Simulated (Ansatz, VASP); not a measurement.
# In4Ru: VASP beside Ansatz

```xyz
5
Lattice="4.5758 0.0000 0.0000 0.0000 4.5758 0.0000 0.0000 0.0000 6.0357" Properties=species:S:1:pos:R:3 pbc="T T T"
In    0.0000    2.2879    4.4900
In    2.2879    0.0000    4.4900
In    0.0000    2.2879    1.5458
In    2.2879    0.0000    1.5458
Ru    0.0000    0.0000    0.0000
```

Alike in both runs: functional PBE; k mesh 4 × 4 × 3; occupations gaussian, width 0.2 eV; no spin polarisation.

Ansatz relaxed the structure, and its values are those at the end. VASP's run is a single point on that final structure, the one shown.

```csv
,VASP,Ansatz
version,VASP 6.6.1,Ansatz 0.2.0
potentials or method,"VASP PAW PBE potentials, release 64 (In_d, Ru_pv), cutoff 520 eV","scalar-relativistic, plane waves, PAW"
valence electrons in the cell,66,68
```

|  | VASP | Ansatz | Ansatz less VASP |
| --- | --- | --- | --- |
| gap on the k mesh at the Fermi level (eV) | none | none | - |
| pressure (GPa) | -0.2 | -0.2 | 0.00 |

A gap of «none» marks a metal or a gap that the smearing closes. The functional is the same, so the differences come from potentials, cutoffs and numerics. VASP's potentials hold 66 valence electrons a cell and Ansatz's 68, so a difference there can come from the potentials and not from the codes.
